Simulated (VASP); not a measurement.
# TaAs (I4_1md) in VASP: a series of runs

Runs on TaAs. Level: r2SCAN. Tasks: single point.

Program: VASP 6.6.1. These are calculated values, not measurements. Logs are shortened: lines on timing, memory, paths and dates and some standing lists are left out, and cuts for length are marked.

### 1 The cell of the first run

It takes space group I4_1md (No. 109, tetragonal). Conventional cell: a = 3.406 Å, b = 3.406 Å, c = 11.607 Å, α = 90.00°, β = 90.00°, γ = 90.00°. Within 3.5 Å of Ta (site symmetry 2mm) lie 6 As at 2.58 to 2.59 Å and 8 Ta at 3.36 to 3.41 Å. As (site symmetry 2mm) has 6 Ta at 2.58 to 2.59 Å and 8 As at 3.36 to 3.41 Å within 3.5 Å.

### 2 Single point, r2SCAN (16.83 Å³/atom)

Contents of POSCAR:

```
TaAs
1.0
   -1.7028731737      1.7028731737      5.8037388138
    1.7028731737     -1.7028731737      5.8037388138
    1.7028731737      1.7028731737     -5.8037388138
Ta As
2 2
Direct
    0.5000125150      1.0000125150      0.5000000000
    0.7500125150      0.7500125150      0.0000000000
    0.0825869050      0.5825869050      0.5000000000
    0.3325869050      0.3325869050      0.0000000000
```

Contents of INCAR.step1:

```
SYSTEM = TaAs
PREC = Accurate ; ENCUT = 520
ISMEAR = -1 ; SIGMA = 0.02
LREAL = .FALSE. ; LASPH = .TRUE.
NELM = 100 ; NBANDS = 24
GGA = PE ; ALGO = Normal
EDIFF = 1E-4 ; LWAVE = .TRUE.
LCHARG = .FALSE.
```

Contents of INCAR.step2:

```
SYSTEM = TaAs
PREC = Accurate ; ENCUT = 520
EDIFF = 1E-7 ; ISMEAR = -1
SIGMA = 0.02 ; LREAL = .FALSE.
LASPH = .TRUE. ; NELM = 100
ALGO = Normal ; ISIF = 2
LWAVE = .FALSE. ; LCHARG = .FALSE.
METAGGA = R2SCAN ; LMIXTAU = .TRUE.
NBANDS = 24 ; ISTART = 1
```

Contents of KPOINTS:

```
regular mesh
0
G
  8 8 8
  0 0 0
```

Potentials or basis: VASP PAW PBE potentials, release 64 (Ta_pv, As).

Command:

```
> cat potpaw_PBE.64/Ta_pv/POTCAR potpaw_PBE.64/As/POTCAR > POTCAR
> cp INCAR.step1 INCAR
> mpirun -np 1 vasp_std > vasp.out
> cp INCAR.step2 INCAR
> mpirun -np 1 vasp_std > vasp.out
```

OUTCAR:

```text
SYSTEM = TaAs
   PREC = Accurate
   ENCUT = 520
   EDIFF = 1E-7
   ISMEAR = -1
   LREAL = .FALSE.
   LASPH = .TRUE.
   NELM = 100
   ISIF = 2
   METAGGA = R2SCAN
   ISTART = 1

 ion  position               nearest neighbor table
   1  0.500  0.000  0.500-   4 2.58   4 2.58   3 2.59   3 2.59   3 2.59   3 2.59   2 3.36   2 3.36
                             2 3.36   2 3.36
   2  0.750  0.750  0.000-   3 2.58   3 2.58   4 2.59   4 2.59   4 2.59   4 2.59   1 3.36   1 3.36
                             1 3.36   1 3.36
   3  0.083  0.583  0.500-   2 2.58   2 2.58   1 2.59   1 2.59   1 2.59   1 2.59
   4  0.333  0.333  0.000-   1 2.58   1 2.58   2 2.59   2 2.59   2 2.59   2 2.59

  LATTYP: Found a body centered tetragonal cell.
 ALAT       =     3.4057463474
 C/A-ratio  =     3.4082037955

  Lattice vectors:

 A1 = (  -1.7028731737,   1.7028731737,   5.8037388138)
 A2 = (   1.7028731737,  -1.7028731737,   5.8037388138)
 A3 = (   1.7028731737,   1.7028731737,  -5.8037388138)

Analysis of symmetry for initial positions (statically):
=====================================================================
 Subroutine PRICEL returns:
 Original cell was already a primitive cell.

 Routine SETGRP: Setting up the symmetry group for a
 body centered tetragonal supercell.

 Subroutine GETGRP returns: Found  8 space group operations
 (whereof  4 operations were pure point group operations)
 out of a pool of 16 trial point group operations.

The static configuration has the point symmetry C_2v.
 The point group associated with its full space group is C_4v.

Analysis of symmetry for dynamics (positions and initial velocities):
=====================================================================
 Subroutine PRICEL returns:
 Original cell was already a primitive cell.

 Routine SETGRP: Setting up the symmetry group for a
 body centered tetragonal supercell.

 Subroutine GETGRP returns: Found  8 space group operations
 (whereof  4 operations were pure point group operations)
 out of a pool of 16 trial point group operations.

The dynamic configuration has the point symmetry C_2v.
 The point group associated with its full space group is C_4v.

 Subroutine INISYM returns: Found  8 space group operations
 (whereof  4 operations are pure point group operations),
 and found     1 'primitive' translations

----------------------------------------------------------------------------------------

                                     Primitive cell

  volume of cell :      67.3182

  direct lattice vectors                    reciprocal lattice vectors
    -1.702873174  1.702873174  5.803738814     0.000000000  0.293621397  0.086151361
     1.702873174 -1.702873174  5.803738814     0.293621397  0.000000000  0.086151361
     1.702873174  1.702873174 -5.803738814     0.293621397  0.293621397  0.000000000

  length of vectors
     6.283545043  6.283545043  6.283545043     0.305999317  0.305999317  0.415243362

  position of ions in fractional coordinates (direct lattice)
     0.500012515  0.000012515  0.500000000
     0.750012515  0.750012515  0.000000000
     0.082586905  0.582586905  0.500000000
     0.332586905  0.332586905  0.000000000

  ion indices of the primitive-cell ions
   primitive index   ion index
                 1           1
                 2           2
                 3           3
                 4           4

----------------------------------------------------------------------------------------

 KPOINTS: regular mesh

Automatic generation of k-mesh.
 Grid dimensions read from file:
 generate k-points for:    8    8    8

 Generating k-lattice:

  Cartesian coordinates                     Fractional coordinates (reciprocal lattice)
     0.000000000  0.036702675  0.010768920     0.125000000  0.000000000  0.000000000
     0.036702675  0.000000000  0.010768920     0.000000000  0.125000000  0.000000000
     0.036702675  0.036702675  0.000000000     0.000000000  0.000000000  0.125000000

  Length of vectors
     0.038249915  0.038249915  0.051905420

  Shift w.r.t. Gamma in fractional coordinates (k-lattice)
     0.000000000  0.000000000  0.000000000

 Subroutine IBZKPT returns following result:
 ===========================================

 Found     59 irreducible k-points:

 Following reciprocal coordinates:
            Coordinates               Weight
  0.000000  0.000000  0.000000      1.000000
  0.125000  0.000000  0.000000      8.000000
  0.250000  0.000000  0.000000      8.000000
  0.375000  0.000000  0.000000      8.000000
  0.500000  0.000000  0.000000      4.000000
  0.125000  0.125000  0.000000      8.000000
[... 16 lines left out ...]
  0.250000  0.125000  0.125000     16.000000
  0.375000  0.125000  0.125000      8.000000
 [... further k-points ...]
   k-points           NKPTS =     59   k-points in BZ     NKDIM =     59   number of bands    NBANDS=     24
   number of dos      NEDOS =    301   number of ions     NIONS =      4
   total plane-waves  NPLWV = 110592
   dimension x,y,z NGX =    48 NGY =   48 NGZ =   48
   dimension x,y,z NGXF=    96 NGYF=   96 NGZF=   96
   ions per type =               2   2
   NGX,Y,Z   is equivalent  to a cutoff of  12.70, 12.70, 12.70 a.u.
   NGXF,Y,Z  is equivalent  to a cutoff of  25.40, 25.40, 25.40 a.u.
 SYSTEM =  TaAs
   PREC   = accura    normal or accurate (medium, high low for compatibility)
   ISTART =      1    job   : 0-new  1-cont  2-samecut
   ICHARG =      0    charge: 1-file 2-atom 10-const
   ISPIN  =      1    spin polarized calculation?
   LNONCOLLINEAR =      F non collinear calculations
   LSORBIT =      F    spin-orbit coupling
   LASPH  =      T    aspherical Exc in radial PAW
   ENCUT  =  520.0 eV  38.22 Ry    6.18 a.u.  11.68 11.68 11.68*2*pi/ulx,y,z
   NELM   =    100;   NELMIN=  2; NELMDL=  0     # of ELM steps
   EDIFF  = 0.1E-06   stopping-criterion for ELM
   LREAL  =      F    real-space projection
   EDIFFG = 0.1E-05   stopping-criterion for IOM
   NSW    =      0    number of steps for IOM
   IBRION =     -1    ionic relax: 0-MD 1-quasi-New 2-CG
   NFREE  =      0    steps in history (QN), initial steepest desc. (CG)
   ISIF   =      2    stress and relaxation
   ISYM   =      2    0-nonsym 1-usesym 2-fastsym
   POTIM  = 0.5000    time-step for ionic-motion
   TEBEG  =    0.0;   TEEND  =   0.0 temperature during run
   PSTRESS=    0.0 pullay stress
   NELECT =      32.0000    total number of electrons
   NUPDOWN=      -1.0000    fix difference up-down
   EMIN   =  10.00;   EMAX   =-10.00  energy-range for DOS
   EFERMI =   0.00;   METHOD = LEGACY
   ISMEAR =    -1;   SIGMA  =   0.02  broadening in eV -4-tet -1-fermi 0-gaus
   EFERMI_NEDOS =   21; number of points for ismear=-14 and -15
   IALGO  =     38    algorithm
   IMIX   =      4    mixing-type and parameters
     AMIX     =   0.40;   BMIX     =  1.00
     AMIX_MAG =   1.60;   BMIX_MAG =  1.00
  volume/ion in A,a.u.               =      16.83       113.57
  Fermi-wavevector in a.u.,A,eV,Ry     =   1.277656  2.414420 22.210223  1.632405
  Thomas-Fermi vector in A             =   2.410243
   LORBIT       =      0    0 simple, 1 ext, 2 COOP (PROOUT), +10 PAW based schemes
   METAGGA = R2SCAN    functional components
   LHFCALC =     F    Hartree Fock is set to
   AEXX    =    0.0000 exact exchange contribution
   IVDW    =     0    specifies the selected vdW correction
   LEPSILON=     F    determine dielectric tensor
   LRPA    =     F    only Hartree local field effects (RPA)
 non-spin polarized calculation
  energy-cutoff  :      520.00
  volume of cell :       67.32
 maximum number of plane-waves:      1834
   NGX = 23   NGY = 23   NGZ = 23

 number of electron      32.0000001 magnetization

 Free energy of the ion-electron system (eV)
  ---------------------------------------------------
  ext. energy  EPLUGINS =         0.00000000
  ---------------------------------------------------
  free energy    TOTEN  =      -129.02511020 eV

  energy without entropy =     -129.02362762  energy(sigma->0) =     -129.02436891

 E-fermi :   7.2866     XC(G=0): -12.9124

 val. band max:        7.2660954692   @ k =  -0.2500   0.2500   0.2500
 cond. band min:       7.2936899787   @ k =  -0.1250   0.5000   0.1250
 fundamental gap:      0.0275945095
 Fermi energy:         7.2865691433

 k-point     1 :       0.0000    0.0000    0.0000
  band No.  band energies     occupation
      1     -29.0002      2.00000
      2     -28.9217      2.00000
      3     -28.9217      2.00000
      4     -28.7646      2.00000
      5     -28.7646      2.00000
      6     -28.7105      2.00000
[... 16 lines left out ...]
     23      11.6884      0.00000
     24      11.6884      0.00000

 k-point     2 :       0.1250    0.0000    0.0000
  band No.  band energies     occupation
      1     -28.9928      2.00000
      2     -28.9477      2.00000
      3     -28.9190      2.00000
      4     -28.7927      2.00000
      5     -28.7612      2.00000
      6     -28.7133      2.00000
[... 16 lines left out ...]
     23      11.6220      0.00000
     24      12.4303      0.00000

 k-point     3 :       0.2500    0.0000    0.0000
  band No.  band energies     occupation
      1     -29.0321      2.00000
      2     -28.9521      2.00000
      3     -28.9124      2.00000
      4     -28.8546      2.00000
      5     -28.7532      2.00000
      6     -28.7256      2.00000
[... 16 lines left out ...]
     23      12.2302      0.00000
     24      13.7467      0.00000
[... 514 lines left out ...]
 k-point    23 :       0.2500    0.1250    0.1250
  band No.  band energies     occupation
      1     -29.0850      2.00000
      2     -29.0079      2.00000
      3     -28.9214      2.00000
      4     -28.8732      2.00000
      5     -28.8261      2.00000
      6     -28.7444      2.00000
[... 16 lines left out ...]
     23      12.3415      0.00000
     24      13.3298      0.00000

 k-point    24 :       0.3750    0.1250    0.1250
  band No.  band energies     occupation
      1     -29.1129      2.00000
      2     -29.0044      2.00000
      3     -28.9409      2.00000
      4     -28.8626      2.00000
      5     -28.8201      2.00000
      6     -28.7553      2.00000
[... 16 lines left out ...]
     23      12.3292      0.00000
     24      12.9375      0.00000

 [... further k-points ...]

------------------------ aborting loop because EDIFF is reached ----------------------------------------

  FORCE on cell =-STRESS in cart. coord.  units (eV):
  Direction    XX          YY          ZZ          XY          YZ          ZX
  --------------------------------------------------------------------------------------
  -------------------------------------------------------------------------------------
  Total        2.9621307      2.9621307      2.6101526      0.0000000      0.0000000      0.0000000
  in kB       70.4988995     70.4988995     62.1217987      0.0000000      0.0000000      0.0000000
  external PRESSURE =      67.7065325 kB  Pullay stress =       0.0000000 kB

 VOLUME and BASIS-vectors are now :
 -----------------------------------------------------------------------------
  energy-cutoff  :      520.00
  volume of cell :       67.32
      direct lattice vectors                 reciprocal lattice vectors
    -1.702873174  1.702873174  5.803738814     0.000000000  0.293621397  0.086151361
     1.702873174 -1.702873174  5.803738814     0.293621397  0.000000000  0.086151361
     1.702873174  1.702873174 -5.803738814     0.293621397  0.293621397  0.000000000

 POSITION                                       TOTAL-FORCE (eV/Angst)
 -----------------------------------------------------------------------------------
      0.00000      1.70287      0.00015        -0.000000     -0.000000      0.008225
      0.00000      0.00000      8.70575         0.000000      0.000000      0.008225
      1.70287      0.00000      0.95863        -0.000000     -0.000000     -0.008225
      0.00000      0.00000      3.86050         0.000000      0.000000     -0.008225
 -----------------------------------------------------------------------------------
    total drift:                               -0.000002     -0.000002      0.000394

  FREE ENERGIE OF THE ION-ELECTRON SYSTEM (eV)
  ---------------------------------------------------
  free  energy   TOTEN  =      -129.0251101984 eV

  energy  without entropy=     -129.0236276156  energy(sigma->0) =     -129.02436891
```

It took 7.3 min on 1 thread of Intel Xeon 6975P-C (Granite Rapids), shared host; peak memory 0.4 GiB.

Results:

```
Free energy            : -129.0251 eV
Pressure               : 6.8 GPa
Largest force          : 0.008 eV/Å
Band gap on the k mesh : zero (bands 16 and 17 overlap by 0.05 eV)
```

Forces in eV/Å, atoms in the order of the input:
```
Ta   0.000  0.000  0.008
Ta   0.000  0.000  0.008
As   0.000  0.000 -0.008
As   0.000  0.000 -0.008
```

Levels at points of the mesh, in eV from the Fermi level:
```tsv
k point	band 12	band 13	band 14	band 15	band 16	band 17	band 18	band 19	band 20	band 21
(0.00, 0.00, 0.00)	-2.75	-2.60	-2.18	-1.85	-1.85	0.96	1.69	2.55	3.32	3.32
(0.50, 0.00, 0.00)	-3.78	-2.72	-2.60	-1.78	-0.36	0.11	1.47	2.49	2.71	3.37
(0.50, 0.50, 0.00)	-5.54	-3.56	-3.56	-1.32	-1.32	3.11	3.11	3.34	3.34	4.22
(0.50, 0.50, 0.50)	-3.20	-3.07	-3.07	-1.10	-1.10	1.31	1.31	2.49	2.49	3.47
```

Caveat: the cell stands under pressure; the PAW data sets were made with another functional, which shifts forces and pressure a little; spin-orbit coupling is left out, which moves the levels of the heavy elements.

(Part 1 of 2 ends here.)
